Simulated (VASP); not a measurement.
# MoS2 (P6_3/mmc) in VASP: a series of runs

The runs below take MoS2 through single point, with PBEsol.

Program: VASP 6.6.1. These are calculated values, not measurements. Logs are shortened: lines on timing, memory, paths and dates and some standing lists are left out, and cuts for length are marked.

**The experiment to reproduce.**

From “Multiwavelength excitation Raman Scattering Analysis of bulk and 2 dimensional MoS2: Vibrational properties of atomically thin MoS2 layers”, 2015, arxiv:1506.03228, for a bulk crystal of MoS2 at 300 K: band gap 1.3 eV (indirect).

The results are compared with them further down.

## Step 1: The cell of the first run

Symmetry: P6_3/mmc, No. 194, hexagonal system. The conventional cell has a = 3.141 Å, b = 3.141 Å, c = 12.579 Å, α = 90.00°, β = 90.00°, γ = 120.00°. Mo (site symmetry -6m2) has 6 S at 2.39 Å and 6 Mo at 3.14 Å within 3.2 Å. S (site symmetry 3m) has 3 Mo at 2.39 Å and 7 S at 3.12 to 3.14 Å within 3.2 Å.

## Step 2: Single point, PBEsol

File INCAR:

```
SYSTEM = MoS2
PREC = Accurate
ENCUT = 520
EDIFF = 1E-6
ISMEAR = 0
SIGMA = 0.02
LREAL = .FALSE.
LASPH = .TRUE.
NELM = 100
ALGO = Normal
ISIF = 2
LWAVE = .FALSE.
LCHARG = .FALSE.
GGA = PS
NBANDS = 35
```

File KPOINTS:

```
Automatic mesh
0
G
  12 12 4
  0 0 0
```

File POSCAR:

```
MoS2
1.0
    3.1414159807      0.0000000000      0.0000000000
   -1.5707079903      2.7205460431      0.0000000000
    0.0000000000      0.0000000000     12.5789761557
Mo S
2 4
Direct
    0.3333333333      0.6666666667      0.2500000000
    0.6666666667      0.3333333333      0.7500000000
    0.3333333333      0.6666666667      0.6260586372
    0.6666666667      0.3333333333      0.1260586372
    0.3333333333      0.6666666667      0.8739413628
    0.6666666667      0.3333333333      0.3739413628
```

Potentials or basis: VASP PAW PBE potentials, release 64 (Mo_sv, S).

Launch:

```bash
> cat potpaw_PBE.64/Mo_sv/POTCAR potpaw_PBE.64/S/POTCAR > POTCAR
> mpirun -np 1 vasp_std > vasp.out
```

OUTCAR:

```text
SYSTEM = MoS2
   PREC = Accurate
   ENCUT = 520
   EDIFF = 1E-6
   ISMEAR = 0
   LREAL = .FALSE.
   LASPH = .TRUE.
   NELM = 100
   ISIF = 2
   GGA = PS

 ion  position               nearest neighbor table
   1  0.333  0.667  0.250-   4 2.39   6 2.39   4 2.39   6 2.39   4 2.39   6 2.39
   2  0.667  0.333  0.750-   3 2.39   5 2.39   3 2.39   5 2.39   3 2.39   5 2.39
   3  0.333  0.667  0.626-   2 2.39   2 2.39   2 2.39
   4  0.667  0.333  0.126-   1 2.39   1 2.39   1 2.39
   5  0.333  0.667  0.874-   2 2.39   2 2.39   2 2.39
   6  0.667  0.333  0.374-   1 2.39   1 2.39   1 2.39

  LATTYP: Found a hexagonal cell.
 ALAT       =     3.1414159807
 C/A-ratio  =     4.0042376537

  Lattice vectors:

 A1 = (   3.1414159807,   0.0000000000,   0.0000000000)
 A2 = (  -1.5707079903,   2.7205460431,   0.0000000000)
 A3 = (   0.0000000000,   0.0000000000,  12.5789761557)

Analysis of symmetry for initial positions (statically):
=====================================================================
 Subroutine PRICEL returns:
 Original cell was already a primitive cell.

 Routine SETGRP: Setting up the symmetry group for a
 hexagonal supercell.

 Subroutine GETGRP returns: Found 24 space group operations
 (whereof 12 operations were pure point group operations)
 out of a pool of 24 trial point group operations.

The static configuration has the point symmetry D_3d.
 The point group associated with its full space group is D_6h.

Analysis of symmetry for dynamics (positions and initial velocities):
=====================================================================
 Subroutine PRICEL returns:
 Original cell was already a primitive cell.

 Routine SETGRP: Setting up the symmetry group for a
 hexagonal supercell.

 Subroutine GETGRP returns: Found 24 space group operations
 (whereof 12 operations were pure point group operations)
 out of a pool of 24 trial point group operations.

The dynamic configuration has the point symmetry D_3d.
 The point group associated with its full space group is D_6h.

 Subroutine INISYM returns: Found 24 space group operations
 (whereof 12 operations are pure point group operations),
 and found     1 'primitive' translations

----------------------------------------------------------------------------------------

                                     Primitive cell

[... 94 lines left out ...]
   LSORBIT =      F    spin-orbit coupling
   LASPH  =      T    aspherical Exc in radial PAW
   ENCUT  =  520.0 eV  38.22 Ry    6.18 a.u.   5.84  5.84 23.39*2*pi/ulx,y,z
   NELM   =    100;   NELMIN=  2; NELMDL= -5     # of ELM steps
   EDIFF  = 0.1E-05   stopping-criterion for ELM
   LREAL  =      F    real-space projection
   EDIFFG = 0.1E-04   stopping-criterion for IOM
   NSW    =      0    number of steps for IOM
   IBRION =     -1    ionic relax: 0-MD 1-quasi-New 2-CG
   NFREE  =      0    steps in history (QN), initial steepest desc. (CG)
   ISIF   =      2    stress and relaxation
   ISYM   =      2    0-nonsym 1-usesym 2-fastsym
   POTIM  = 0.5000    time-step for ionic-motion
   TEBEG  =    0.0;   TEEND  =   0.0 temperature during run
   PSTRESS=    0.0 pullay stress
   NELECT =      52.0000    total number of electrons
   NUPDOWN=      -1.0000    fix difference up-down
   EMIN   =  10.00;   EMAX   =-10.00  energy-range for DOS
   EFERMI =   0.00;   METHOD = LEGACY
   ISMEAR =     0;   SIGMA  =   0.02  broadening in eV -4-tet -1-fermi 0-gaus
   EFERMI_NEDOS =   21; number of points for ismear=-14 and -15
   IALGO  =     38    algorithm
   IMIX   =      4    mixing-type and parameters
     AMIX     =   0.40;   BMIX     =  1.00
     AMIX_MAG =   1.60;   BMIX_MAG =  1.00
  volume/ion in A,a.u.               =      17.92       120.91
  Fermi-wavevector in a.u.,A,eV,Ry     =   1.285090  2.428469 22.469440  1.651457
  Thomas-Fermi vector in A             =   2.417245
   LORBIT       =      0    0 simple, 1 ext, 2 COOP (PROOUT), +10 PAW based schemes
   GGA     = PS    functional components
   LHFCALC =     F    Hartree Fock is set to
   AEXX    =    0.0000 exact exchange contribution
   IVDW    =     0    specifies the selected vdW correction
   LEPSILON=     F    determine dielectric tensor
   LRPA    =     F    only Hartree local field effects (RPA)
 non-spin polarized calculation
 Gauss-broadening in eV      SIGMA  =   0.02
  energy-cutoff  :      520.00
  volume of cell :      107.50
 maximum number of plane-waves:      2922
 NGX is ok and might be reduce to    24
   NGX = 11   NGY = 11   NGZ = 47

 number of electron      52.0000003 magnetization

 Free energy of the ion-electron system (eV)
  ---------------------------------------------------
  ext. energy  EPLUGINS =         0.00000000
  ---------------------------------------------------
  free energy    TOTEN  =       -46.90576837 eV

  energy without entropy =      -46.90576837  energy(sigma->0) =      -46.90576837

 E-fermi :   7.5194     XC(G=0): -10.9246

 val. band max:        7.2600559418   @ k =   0.0000   0.0000   0.0000
 cond. band min:       8.2549877169   @ k =   0.1667   0.1667   0.0000
 fundamental gap:      0.9949317751
 Fermi energy:         7.5194340788

 k-point     1 :       0.0000    0.0000    0.0000
  band No.  band energies     occupation
      1     -54.0229      2.00000
      2     -54.0229      2.00000
      3     -28.2343      2.00000
      4     -28.2342      2.00000
      5     -27.9716      2.00000
      6     -27.9716      2.00000
[... 901 lines left out ...]
     34      11.0241      0.00000
     35      14.0378      0.00000

 [... further k-points ...]
[... 5 lines left out ...]
  --------------------------------------------------------------------------------------
  -------------------------------------------------------------------------------------
  Total       -0.0084268     -0.0084268     -0.0317526     -0.0000000      0.0000000      0.0000000
  in kB       -0.1255870     -0.1255870     -0.4732197     -0.0000000      0.0000000      0.0000000
  external PRESSURE =      -0.2414645 kB  Pullay stress =       0.0000000 kB

 VOLUME and BASIS-vectors are now :
 -----------------------------------------------------------------------------
  energy-cutoff  :      520.00
  volume of cell :      107.50
      direct lattice vectors                 reciprocal lattice vectors
     3.141415981  0.000000000  0.000000000     0.318327788  0.183786634  0.000000000
    -1.570707990  2.720546043  0.000000000     0.000000000  0.367573268  0.000000000
     0.000000000  0.000000000 12.578976156     0.000000000  0.000000000  0.079497726

 POSITION                                       TOTAL-FORCE (eV/Angst)
 -----------------------------------------------------------------------------------
     -0.00000      1.81370      3.14474        -0.000000     -0.000000     -0.000000
      1.57071      0.90685      9.43423         0.000000      0.000000     -0.000000
     -0.00000      1.81370      7.87518        -0.000000     -0.000000     -0.000943
      1.57071      0.90685      1.58569        -0.000000     -0.000000     -0.000943
     -0.00000      1.81370     10.99329        -0.000000      0.000000      0.000943
      1.57071      0.90685      4.70380         0.000000     -0.000000      0.000943
 -----------------------------------------------------------------------------------
    total drift:                               -0.000000      0.000000     -0.000000

  FREE ENERGIE OF THE ION-ELECTRON SYSTEM (eV)
  ---------------------------------------------------
  free  energy   TOTEN  =       -46.9057683660 eV

  energy  without entropy=      -46.9057683660  energy(sigma->0) =      -46.90576837
```

OSZICAR:

```text
N       E                     dE             d eps       ncg     rms          rms(c)
DAV:   1     0.438095455313E+03    0.43810E+03   -0.29285E+04  4390   0.141E+03
DAV:   2    -0.270265683478E+02   -0.46512E+03   -0.44937E+03  4795   0.366E+02
DAV:   3    -0.493541556978E+02   -0.22328E+02   -0.21927E+02  4835   0.733E+01
DAV:   4    -0.497877271017E+02   -0.43357E+00   -0.43258E+00  4752   0.105E+01
DAV:   5    -0.497961025202E+02   -0.83754E-02   -0.83736E-02  4767   0.145E+00    0.367E+01
DAV:   6    -0.476201009038E+02    0.21760E+01   -0.11410E+01  4365   0.217E+01    0.123E+01
DAV:   7    -0.472766904523E+02    0.34341E+00   -0.51820E+00  4279   0.139E+01    0.834E+00
DAV:   8    -0.469062241057E+02    0.37047E+00   -0.84988E-01  4302   0.620E+00    0.297E+00
DAV:   9    -0.469139610701E+02   -0.77370E-02   -0.10540E-01  4667   0.159E+00    0.133E+00
DAV:  10    -0.469059105320E+02    0.80505E-02   -0.34077E-02  4387   0.125E+00    0.385E-01
DAV:  11    -0.469059184935E+02   -0.79615E-05   -0.18233E-03  4455   0.237E-01    0.188E-01
DAV:  12    -0.469057716832E+02    0.14681E-03   -0.33308E-04  4422   0.103E-01    0.105E-01
DAV:  13    -0.469057659436E+02    0.57396E-05   -0.14809E-04  4607   0.592E-02    0.771E-03
DAV:  14    -0.469057679289E+02   -0.19853E-05   -0.10122E-05  3869   0.168E-02    0.188E-02
DAV:  15    -0.469057683660E+02   -0.43713E-06   -0.23891E-06  3714   0.846E-03
   1 F= -.46905768E+02 E0= -.46905768E+02  d E =-.176579E-77
```

stdout:

```text
POSCAR found type information on POSCAR MoS
 POSCAR found :  2 types and       6 ions
 scaLAPACK will be used
 -----------------------------------------------------------------------------
|                                                                             |
|                                                                             |
|     You enforced a specific xc type in the INCAR file but a different       |
|     I HOPE YOU KNOW WHAT YOU ARE DOING!                                     |
|                                                                             |
 -----------------------------------------------------------------------------

 LDA part: xc-table for (Slater+PW92), standard interpolation
 POSCAR, INCAR and KPOINTS ok, starting setup
 FFT: planning ... GRIDC
 FFT: planning ... GRID_SOFT
 FFT: planning ... GRID
 WAVECAR not read
 entering main loop
```

It took 1.7 min on 1 thread of AMD EPYC 9R45 (Zen 5), shared host; peak memory 0.29 GiB.

What came out:

| Quantity | Value |
| --- | --- |
| Free energy | -46.9058 eV |
| Pressure | 0.0 GPa |
| Band gap on the k mesh | 0.99 eV (least direct gap 1.75 eV) |

Caveat: the PAW data sets were made with another functional, which shifts forces and pressure a little; this functional lacks dispersion, which binds layers or chains, so the pressure and a relaxed spacing across them are unreliable.

## Step 3: Single point, PBEsol (18.45 Å³/atom)

This run uses another cell than the first one, of 18.45 Å³/atom.

File INCAR:

```
  PREC = Accurate
  ENCUT = 520
  EDIFF = 1E-6
  ISMEAR = 0
  SIGMA = 0.02
  LREAL = F
  LASPH = T
  NELM = 60
  ALGO = Normal
  ISIF = 2
  LWAVE = F
  LCHARG = F
  GGA = PS
  NBANDS = 35
```

File KPOINTS:

```
regular mesh
0
Gamma
  12 12 4
```

File POSCAR:

```
MoS2
1.0
    3.1455728595      0.0000000000      0.0000000000
   -1.5727864298      2.7241460058      0.0000000000
    0.0000000000      0.0000000000     12.9221244106
Mo S
2 4
Direct
    0.3333333333      0.6666666667      0.2500000000
    0.6666666667      0.3333333333      0.7500000000
    0.3333333333      0.6666666667      0.6294173380
    0.6666666667      0.3333333333      0.1294173380
    0.3333333333      0.6666666667      0.8705826620
    0.6666666667      0.3333333333      0.3705826620
```

Potentials or basis: VASP PAW PBE potentials, release 64 (Mo_sv, S).

Launch:

```bash
> cat potpaw_PBE.64/Mo_sv/POTCAR potpaw_PBE.64/S/POTCAR > POTCAR
> mpirun -np 1 vasp_std > vasp.out
```

It took 96 s on 1 thread of AMD EPYC 9R45 (Zen 5), shared host; peak memory 0.3 GiB.

Results (log left out):

| Property | Result |
| --- | --- |
| Free energy | -46.9019 eV |
| Pressure | -0.4 GPa |
| Band gap on the k mesh | 1.13 eV (least direct gap 1.75 eV) |

Levels at points of the mesh, in eV from the valence-band top:
```tsv
k point	band 22	band 23	band 24	band 25	band 26	band 27	band 28	band 29	band 30	band 31
(0.00, 0.00, 0.00)	-1.95	-1.95	-1.41	-0.98	0.00	2.38	2.38	2.39	2.39	2.62
(0.50, 0.00, 0.00)	-2.37	-1.44	-1.34	-1.20	-1.14	1.89	1.91	2.30	2.51	3.14
(0.00, 0.00, 0.50)	-1.96	-1.96	-1.96	-0.29	-0.29	2.38	2.38	2.38	2.38	2.66
(0.50, 0.00, 0.50)	-2.45	-1.39	-1.39	-1.17	-1.17	1.90	1.90	2.41	2.41	3.43
```

Caveat: the PAW data sets were made with another functional, which shifts forces and pressure a little; this functional lacks dispersion, which binds layers or chains, so the pressure and a relaxed spacing across them are unreliable. A k mesh can miss the band edges.

## Step 4: Single point, PBEsol (18.99 Å³/atom)

This run uses another cell than the first one, of 18.99 Å³/atom.

File INCAR:

```
PREC     = Accurate       # precision mode
ENCUT    = 520            # plane-wave cutoff, eV
EDIFF    = 1E-6           # SCF threshold, eV
ISMEAR   = 0              # smearing method
SIGMA    = 0.02           # smearing width, eV
LREAL    = F              # projectors in reciprocal space
LASPH    = T              # aspherical terms in the spheres
NELM     = 80             # most SCF steps
ALGO     = Normal         # electronic algorithm
ISIF     = 2              # what is computed and relaxed
LWAVE    = F              # write WAVECAR
LCHARG   = T              # write CHGCAR
GGA      = PS             # functional
LELF     = T              # ELF
LVHAR    = T            
NBANDS   = 35             # bands
```

File KPOINTS:

```
Automatic mesh
0
Gamma
  12 12 4
```

File POSCAR:

```
MoS2
1.0
    3.1463732198      0.0000000000      0.0000000000
   -1.5731866099      2.7248391382      0.0000000000
    0.0000000000      0.0000000000     13.2917322025
Mo S
2 4
Direct
    0.3333333333      0.6666666667      0.2500000000
    0.6666666667      0.3333333333      0.7500000000
    0.3333333333      0.6666666667      0.6327847785
    0.6666666667      0.3333333333      0.1327847785
    0.3333333333      0.6666666667      0.8672152215
    0.6666666667      0.3333333333      0.3672152215
```

Launch:

```bash
> cat potpaw_PBE.64/Mo_sv/POTCAR potpaw_PBE.64/S/POTCAR > POTCAR
> mpirun -np 1 vasp_std > vasp.out
```

Run time: 1.7 min. Hardware: 1 thread of AMD EPYC 9R45 (Zen 5), shared host; peak memory 0.31 GiB.

The run converged. Its results:

- Free energy: -46.8931 eV
- Pressure: -0.5 GPa
- Band gap on the k mesh: 1.27 eV (least direct gap 1.75 eV)

Levels at points of the mesh, in eV from the valence-band top:
| k point | band 24 | band 25 | band 26 | band 27 | band 28 | band 29 |
| --- | --- | --- | --- | --- | --- | --- |
| (0.00, 0.00, 0.00) | -1.50 | -0.84 | 0.00 | 2.47 | 2.47 | 2.48 |
| (0.50, 0.00, 0.00) | -1.27 | -1.09 | -1.05 | 1.98 | 1.99 | 2.41 |
| (0.00, 0.00, 0.50) | -1.87 | -0.27 | -0.27 | 2.48 | 2.48 | 2.48 |
| (0.50, 0.00, 0.50) | -1.30 | -1.07 | -1.07 | 1.99 | 1.99 | 2.49 |

Caveat: the PAW data sets were made with another functional, which shifts forces and pressure a little; this functional lacks dispersion, which binds layers or chains, so the pressure and a relaxed spacing across them are unreliable. A k mesh can miss the band edges.

## Step 5: Summary

| cell | gap on the mesh (eV) | pressure (GPa) |
| --- | --- | --- |
| a = 3.141, b = 3.141, c = 12.579 Å, angles 90.0, 90.0, 120.0°, 6 atoms, atomic positions A | 0.99 | 0.0 |
| a = 3.146, b = 3.146, c = 12.922 Å, angles 90.0, 90.0, 120.0°, 6 atoms, atomic positions B | 1.13 | -0.4 |
| a = 3.146, b = 3.146, c = 13.292 Å, angles 90.0, 90.0, 120.0°, 6 atoms, atomic positions C | 1.27 | -0.5 |

Alike in all rows: task single point; level PBEsol; potentials or basis VASP PAW PBE potentials, release 64 (Mo_sv, S); no spin polarisation; k mesh 12 × 12 × 4; cutoff (eV) 520; smearing gaussian 0.02 eV.

Caveats: the PAW data sets were made with another functional, which shifts forces and pressure a little; this functional lacks dispersion, which binds layers or chains, so the pressure and a relaxed spacing across them are unreliable.

Total energies depend on the potentials used, so only differences within one code and one set of settings carry meaning.

## Step 6: How close it comes

Step 2. Against the measured gap of MoS2, 1.3 eV (indirect; 300 K; “Multiwavelength excitation Raman Scattering Analysis of bulk and 2 dimensional MoS2: Vibrational properties of atomically thin MoS2 layers”, 2015, arxiv:1506.03228), the calculated 0.99 eV is off by -0.31 eV. Spin-orbit coupling on Mo is left out. The value is that of PBEsol on a finite k mesh, which can miss the band edges, without temperature or zero-point motion. Semilocal functionals fall short of measured gaps as a rule.
